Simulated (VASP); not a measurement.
# GdN in VASP: notebook

The runs below take GdN through single point, with PBE.

Program: VASP 6.6.1. These are calculated values, not measurements. Logs are shortened: lines on timing, memory, paths and dates and some standing lists are left out, and cuts for length are marked.

**1. The cell of the first run**

The structure is orthorhombic, space group Immm (No. 71). Conventional cell: a = 3.490 Å, b = 3.561 Å, c = 4.986 Å, α = 90.00°, β = 90.00°, γ = 90.00°. Gd (site symmetry mmm) has 6 N at 2.49 Å within 3.3 Å. Within 3.3 Å of N (site symmetry mmm) lie 6 Gd at 2.49 Å.

**2. Single point, PBE, collinear spin, ferromagnetic start**

Input file INCAR:

```
PREC = Accurate ; ENCUT = 520
EDIFF = 1E-6 ; ISMEAR = 0
SIGMA = 0.05 ; LREAL = False
LASPH = True ; NELM = 150
ALGO = Normal ; ISIF = 2
LWAVE = False ; LCHARG = False
ISPIN = 2 ; MAGMOM = 7.55 0
LORBIT = 11 ; LMAXMIX = 6
GGA = PE ; NBANDS = 22
```

Input file KPOINTS:

```
Automatic mesh
0
Gamma
  12 12 12
```

Input file POSCAR:

```
GdN
1.0
   -0.0249279841      2.4927984091      2.4927984091
    2.4678704250      0.0000000000      2.4678704250
    2.4927984091      2.4927984091     -0.0249279841
Gd N
1 1
Direct
    0.5000000000      0.5000000000      0.5000000000
    0.0000000000      0.0000000000      0.0000000000
```

Potentials or basis: VASP PAW PBE potentials, release 64 (Gd, N).

Command:

```bash
$ cat potpaw_PBE.64/Gd/POTCAR potpaw_PBE.64/N/POTCAR > POTCAR
$ mpirun -np 1 vasp_std > vasp.out
```

OUTCAR:

```text
PREC = Accurate
   ENCUT = 520
   EDIFF = 1E-6
   ISMEAR = 0
   LREAL = False
   LASPH = True
   NELM = 150
   ISIF = 2
   ISPIN = 2
   LORBIT = 11
   GGA = PE

 ion  position               nearest neighbor table
   1  0.500  0.500  0.500-   2 2.49   2 2.49   2 2.49   2 2.49   2 2.49   2 2.49
   2  0.000  0.000  0.000-   1 2.49   1 2.49   1 2.49   1 2.49   1 2.49   1 2.49

  LATTYP: Found a body centered orthorhombic cell.
 ALAT       =     3.4900958252
 B/A-ratio  =     1.0202020202
 C/A-ratio  =     1.4284985479

  Lattice vectors:

 A1 = (   2.4927984091,  -2.4927984091,  -0.0249279841)
 A2 = (  -2.4927984091,  -2.4927984091,   0.0249279841)
 A3 = (   0.0249279841,   2.4927984091,  -2.4927984091)

Analysis of symmetry for initial positions (statically):
=====================================================================
 Subroutine PRICEL returns:
 Original cell was already a primitive cell.

 Routine SETGRP: Setting up the symmetry group for a
 body centered orthorhombic supercell.

 Subroutine GETGRP returns: Found  8 space group operations
 (whereof  8 operations were pure point group operations)
 out of a pool of  8 trial point group operations.

The static configuration has the point symmetry D_2h.

Analysis of symmetry for dynamics (positions and initial velocities):
=====================================================================
 Subroutine PRICEL returns:
 Original cell was already a primitive cell.

 Routine SETGRP: Setting up the symmetry group for a
 body centered orthorhombic supercell.

 Subroutine GETGRP returns: Found  8 space group operations
 (whereof  8 operations were pure point group operations)
 out of a pool of  8 trial point group operations.

The dynamic configuration has the point symmetry D_2h.

Analysis of structural, dynamic, and magnetic symmetry:
=====================================================================
 Subroutine PRICEL returns:
 Original cell was already a primitive cell.

 Routine SETGRP: Setting up the symmetry group for a
 body centered orthorhombic supercell.

 Subroutine GETGRP returns: Found  8 space group operations
 (whereof  8 operations were pure point group operations)
 out of a pool of  8 trial point group operations.

The overall configuration has the point symmetry D_2h.

 Subroutine INISYM returns: Found  8 space group operations
 (whereof  8 operations are pure point group operations),
 and found     1 'primitive' translations

----------------------------------------------------------------------------------------

                                     Primitive cell

  volume of cell :      30.9776

  direct lattice vectors                    reciprocal lattice vectors
    -0.024927984  2.492798409  2.492798409    -0.198591873  0.200577792  0.198591873
     2.467870425  0.000000000  2.467870425     0.202603830 -0.200577792  0.202603830
     2.492798409  2.492798409 -0.024927984     0.198591873  0.200577792 -0.198591873

  length of vectors
     3.525437451  3.490095825  3.525437451     0.345121594  0.349754306  0.345121594

  position of ions in fractional coordinates (direct lattice)
     0.500000000  0.500000000  0.500000000
     0.000000000  0.000000000  0.000000000

  ion indices of the primitive-cell ions
   primitive index   ion index
                 1           1
                 2           2

----------------------------------------------------------------------------------------

 KPOINTS: Automatic mesh

Automatic generation of k-mesh.
 Grid dimensions read from file:
 generate k-points for:   12   12   12

 Generating k-lattice:

  Cartesian coordinates                     Fractional coordinates (reciprocal lattice)
    -0.016549323  0.016714816  0.016549323     0.083333333  0.000000000  0.000000000
     0.016883652 -0.016714816  0.016883652     0.000000000  0.083333333 -0.000000000
     0.016549323  0.016714816 -0.016549323     0.000000000  0.000000000  0.083333333

  Length of vectors
     0.028760133  0.029146192  0.028760133

  Shift w.r.t. Gamma in fractional coordinates (k-lattice)
     0.000000000  0.000000000  0.000000000

 Subroutine IBZKPT returns following result:
 ===========================================

 Found    280 irreducible k-points:

 Following reciprocal coordinates:
            Coordinates               Weight
  0.000000  0.000000  0.000000      1.000000
  0.083333  0.000000 -0.000000      4.000000
  0.166667  0.000000 -0.000000      4.000000
  0.250000  0.000000  0.000000      4.000000
  0.333333  0.000000 -0.000000      4.000000
  0.416667  0.000000  0.000000      4.000000
[... 16 lines left out ...]
  0.250000  0.166667  0.000000      8.000000
  0.333333  0.166667  0.000000      8.000000
 [... further k-points ...]
   k-points           NKPTS =    280   k-points in BZ     NKDIM =    280   number of bands    NBANDS=     22
   number of dos      NEDOS =    301   number of ions     NIONS =      2
   total plane-waves  NPLWV =  21952
   dimension x,y,z NGX =    28 NGY =   28 NGZ =   28
   dimension x,y,z NGXF=    56 NGYF=   56 NGZF=   56
   ions per type =               1   1
   NGX,Y,Z   is equivalent  to a cutoff of  13.20, 13.34, 13.20 a.u.
   NGXF,Y,Z  is equivalent  to a cutoff of  26.41, 26.67, 26.41 a.u.
 SYSTEM =  unknown system
   PREC   = accura    normal or accurate (medium, high low for compatibility)
   ISTART =      0    job   : 0-new  1-cont  2-samecut
   ICHARG =      2    charge: 1-file 2-atom 10-const
   ISPIN  =      2    spin polarized calculation?
   LNONCOLLINEAR =      F non collinear calculations
   LSORBIT =      F    spin-orbit coupling
   LASPH  =      T    aspherical Exc in radial PAW
   ENCUT  =  520.0 eV  38.22 Ry    6.18 a.u.   6.55  6.49  6.55*2*pi/ulx,y,z
   NELM   =    150;   NELMIN=  2; NELMDL= -5     # of ELM steps
   EDIFF  = 0.1E-05   stopping-criterion for ELM
   LREAL  =      F    real-space projection
   EDIFFG = 0.1E-04   stopping-criterion for IOM
   NSW    =      0    number of steps for IOM
   IBRION =     -1    ionic relax: 0-MD 1-quasi-New 2-CG
   NFREE  =      0    steps in history (QN), initial steepest desc. (CG)
   ISIF   =      2    stress and relaxation
   ISYM   =      2    0-nonsym 1-usesym 2-fastsym
   POTIM  = 0.5000    time-step for ionic-motion
   TEBEG  =    0.0;   TEEND  =   0.0 temperature during run
   PSTRESS=    0.0 pullay stress
   NELECT =      23.0000    total number of electrons
   NUPDOWN=      -1.0000    fix difference up-down
   EMIN   =  10.00;   EMAX   =-10.00  energy-range for DOS
   EFERMI =   0.00;   METHOD = LEGACY
   ISMEAR =     0;   SIGMA  =   0.05  broadening in eV -4-tet -1-fermi 0-gaus
   EFERMI_NEDOS =   21; number of points for ismear=-14 and -15
   IALGO  =     38    algorithm
   IMIX   =      4    mixing-type and parameters
     AMIX     =   0.40;   BMIX     =  1.00
     AMIX_MAG =   1.60;   BMIX_MAG =  1.00
  volume/ion in A,a.u.               =      15.49       104.52
  Fermi-wavevector in a.u.,A,eV,Ry     =   1.482409  2.801347 29.899306  2.197537
  Thomas-Fermi vector in A             =   2.596199
   LORBIT       =     11    0 simple, 1 ext, 2 COOP (PROOUT), +10 PAW based schemes
   GGA     = PE    functional components
   LHFCALC =     F    Hartree Fock is set to
   AEXX    =    0.0000 exact exchange contribution
   IVDW    =     0    specifies the selected vdW correction
   LEPSILON=     F    determine dielectric tensor
   LRPA    =     F    only Hartree local field effects (RPA)
 spin polarized calculation
 Gauss-broadening in eV      SIGMA  =   0.05
  energy-cutoff  :      520.00
  volume of cell :       30.98
 maximum number of plane-waves:       869
 NGX is ok and might be reduce to    28
   NGX = 13   NGY = 13   NGZ = 13

 number of electron      23.0000004 magnetization       7.0002715

 Free energy of the ion-electron system (eV)
  ---------------------------------------------------
  ext. energy  EPLUGINS =         0.00000000
  ---------------------------------------------------
  free energy    TOTEN  =       -23.21234948 eV

  energy without entropy =      -23.21224022  energy(sigma->0) =      -23.21229485

 E-fermi :   3.9682     XC(G=0): -11.5798

 val. band max:        3.9335349470   @ k =   0.0833   0.0000   0.0833
 cond. band min:       3.9692234427   @ k =   0.0833   0.0833  -0.0000
 fundamental gap:      0.0356884956
 Fermi energy:         3.9682491875

 spin component 1

 k-point     1 :       0.0000    0.0000    0.0000
  band No.  band energies     occupation
      1     -39.8487      1.00000
      2     -16.8515      1.00000
      3     -16.8450      1.00000
      4     -16.8372      1.00000
      5      -9.1359      1.00000
      6       0.2930      1.00000
[... 14 lines left out ...]
     21       8.5452      0.00000
     22      14.5769      0.00000
[... 552 lines left out ...]
  band No.  band energies     occupation
      1     -39.7818      1.00000
      2     -17.5394      1.00000
      3     -17.0012      1.00000
      4     -16.9933      1.00000
      5      -8.1738      1.00000
      6       0.1914      1.00000
[... 14 lines left out ...]
     21      13.2040      0.00000
     22      18.1335      0.00000

 [... further k-points ...]

 spin component 2

 k-point     1 :       0.0000    0.0000    0.0000
  band No.  band energies     occupation
      1     -36.7512      1.00000
      2     -14.6072      1.00000
      3     -14.5987      1.00000
      4     -14.5888      1.00000
      5      -9.1269      1.00000
      6       3.0217      1.00000
[... 14 lines left out ...]
     21       9.5074      0.00000
     22      15.5237      0.00000
[... 552 lines left out ...]
  band No.  band energies     occupation
      1     -36.6645      1.00000
      2     -15.5370      1.00000
      3     -14.7882      1.00000
      4     -14.7803      1.00000
      5      -8.0429      1.00000
      6       0.9786      1.00000
[... 14 lines left out ...]
     21      13.9707      0.00000
     22      19.2147      0.00000

 [... further k-points ...]

------------------------ aborting loop because EDIFF is reached ----------------------------------------

  FORCE on cell =-STRESS in cart. coord.  units (eV):
  Direction    XX          YY          ZZ          XY          YZ          ZX
  --------------------------------------------------------------------------------------
  -------------------------------------------------------------------------------------
  Total       -0.0070005     -0.0157807     -0.0070005      0.0000000      0.0000000      0.4081853
  in kB       -0.3620702     -0.8161830     -0.3620702      0.0000000      0.0000000     21.1115395
  external PRESSURE =      -0.5134411 kB  Pullay stress =       0.0000000 kB

 VOLUME and BASIS-vectors are now :
 -----------------------------------------------------------------------------
  energy-cutoff  :      520.00
  volume of cell :       30.98
      direct lattice vectors                 reciprocal lattice vectors
    -0.024927984  2.492798409  2.492798409    -0.198591873  0.200577792  0.198591873
     2.467870425  0.000000000  2.467870425     0.202603830 -0.200577792  0.202603830
     2.492798409  2.492798409 -0.024927984     0.198591873  0.200577792 -0.198591873

 POSITION                                       TOTAL-FORCE (eV/Angst)
 -----------------------------------------------------------------------------------
      2.46787      2.49280      2.46787         0.000000      0.000000     -0.000000
      0.00000      0.00000      0.00000        -0.000000     -0.000000      0.000000
 -----------------------------------------------------------------------------------
    total drift:                                0.000000      0.000000      0.000000

  FREE ENERGIE OF THE ION-ELECTRON SYSTEM (eV)
  ---------------------------------------------------
  free  energy   TOTEN  =       -23.2123494831 eV

  energy  without entropy=      -23.2122402234  energy(sigma->0) =      -23.21229485

 total charge

# of ion       s       p       d       f       tot
--------------------------------------------------
    1        2.034   5.662   0.532   6.999  15.228
    2        1.250   2.383   0.000   0.000   3.633
--------------------------------------------------
tot          3.284   8.045   0.532   6.999  18.860

 magnetization (x)

# of ion       s       p       d       f       tot
--------------------------------------------------
    1       -0.005  -0.081   0.083   6.807   6.803
    2       -0.007  -0.077   0.000   0.000  -0.084
--------------------------------------------------
tot         -0.012  -0.158   0.083   6.807   6.719
```

It took 29 min on 1 thread of Intel Xeon Platinum 8259CL at 2.50GHz (Skylake/Cascade Lake), shared host; peak memory 0.45 GiB.

Results:

```
Free energy                                           : -23.2123 eV
Pressure                                              : -0.1 GPa
Band gap on the k mesh                                : zero (filled and empty bands overlap)
Net moment                                            : 7.00 μB per cell
Site moments                                          : Gd +6.80; N -0.08 μB
Valence electrons inside the program's atomic spheres : Gd 15.23; N 3.63
```

Levels at points of the mesh, in eV from the Fermi level:
Spin up:
```csv
k point,band 13,band 14,band 15,band 16,band 17,band 18
"(0.00, 0.00, 0.00)",0.17,0.20,0.23,2.32,2.42,2.58
"(0.50, 0.00, 0.00)",-3.25,-2.64,-2.53,4.98,5.69,5.86
"(0.00, 0.50, 0.00)",-3.25,-2.73,-2.62,5.05,5.77,6.00
"(0.50, 0.50, 0.00)",-1.51,-0.52,-0.25,-0.25,6.44,6.48
"(0.50, 0.00, 0.50)",-1.51,-0.52,-0.29,-0.20,6.45,6.49
```
Spin down:
```csv
k point,band 6,band 7,band 8,band 9,band 10,band 11
"(0.00, 0.00, 0.00)",-0.95,-0.92,-0.88,1.64,2.18,2.18
"(0.50, 0.00, 0.00)",-4.13,-2.52,-2.41,1.76,1.88,1.88
"(0.00, 0.50, 0.00)",-4.13,-2.60,-2.50,1.79,1.87,1.87
"(0.50, 0.50, 0.00)",-1.17,-0.86,-0.86,0.19,1.92,1.99
"(0.50, 0.00, 0.50)",-1.17,-0.89,-0.83,0.19,1.93,1.98
```

Caveat: spin-orbit coupling is left out, which moves the levels of the heavy elements; a cell with one magnetic atom can't hold antiferromagnetic order, which such compounds often take; semilocal functionals describe open f shells poorly, which spoils levels, moments and volumes. With open d or f shells a metallic result of PBE can be an artefact of self-interaction; +U or a hybrid may open a gap.

**3. Single point, PBE, collinear spin, ferromagnetic start (14.64 Å³/atom)**

This run uses another cell than the first one, of 14.64 Å³/atom.

Input file INCAR:

```
ALGO = Normal ; EDIFF = 1E-6
ENCUT = 520 ; GGA = PE
ISIF = 2 ; ISMEAR = 0
ISPIN = 2 ; LASPH = True
LCHARG = False ; LMAXMIX = 6
LORBIT = 11 ; LREAL = False
LWAVE = False ; MAGMOM = 7.54 0
NBANDS = 22 ; NELM = 150
PREC = Accurate ; SIGMA = 0.05
```

Input file KPOINTS:

```
k-points
0
Gamma
  12 12 12
```

Input file POSCAR:

```
GdN
1.0
    0.0000000000      2.4462326664      2.4462326664
    2.4462326664      0.0000000000      2.4462326664
    2.4462326664      2.4462326664      0.0000000000
Gd N
1 1
Direct
    0.5000000000      0.5000000000      0.5000000000
    0.0000000000      0.0000000000      0.0000000000
```

Potentials or basis: VASP PAW PBE potentials, release 64 (Gd, N).

Command:

```bash
$ cat potpaw_PBE.64/Gd/POTCAR potpaw_PBE.64/N/POTCAR > POTCAR
$ mpirun -np 1 vasp_std > vasp.out
```

It took 3.1 min on 1 thread of Intel Xeon 6975P-C (Granite Rapids), shared host; peak memory 0.24 GiB.

Results (log left out):

| Quantity | Value |
| --- | --- |
| Free energy | -23.1680 eV |
| Pressure | 9.4 GPa |
| Band gap on the k mesh | zero (filled and empty bands overlap) |
| Net moment | 7.00 μB per cell |
| Site moments | Gd +6.80; N -0.09 μB |
| Valence electrons inside the program's atomic spheres | Gd 15.28; N 3.66 |

Levels at points of the mesh, in eV from the Fermi level:
Spin up:
```csv
k point,band 12,band 13,band 14,band 15,band 16,band 17,band 18,band 19
"(0.00, 0.00, 0.00)",-3.06,0.27,0.27,0.27,2.47,2.47,2.47,3.60
"(0.50, 0.00, 0.00)",-3.06,-3.05,-2.84,-2.84,5.28,6.11,6.11,6.95
"(0.50, 0.50, 0.00)",-3.13,-1.41,-0.69,-0.15,-0.15,6.78,7.03,7.97
```
Spin down:
```csv
k point,band 6,band 7,band 8,band 9,band 10,band 11
"(0.00, 0.00, 0.00)",-1.00,-1.00,-1.00,1.77,2.38,2.38
"(0.50, 0.00, 0.00)",-4.32,-2.71,-2.71,1.93,2.04,2.04
"(0.50, 0.50, 0.00)",-1.04,-0.87,-0.87,0.06,2.09,2.16
```

Caveat: the cell stands under pressure; spin-orbit coupling is left out, which moves the levels of the heavy elements; a cell with one magnetic atom can't hold antiferromagnetic order, which such compounds often take; semilocal functionals describe open f shells poorly, which spoils levels, moments and volumes. The state reached can hang on the start; a lower one may exist.
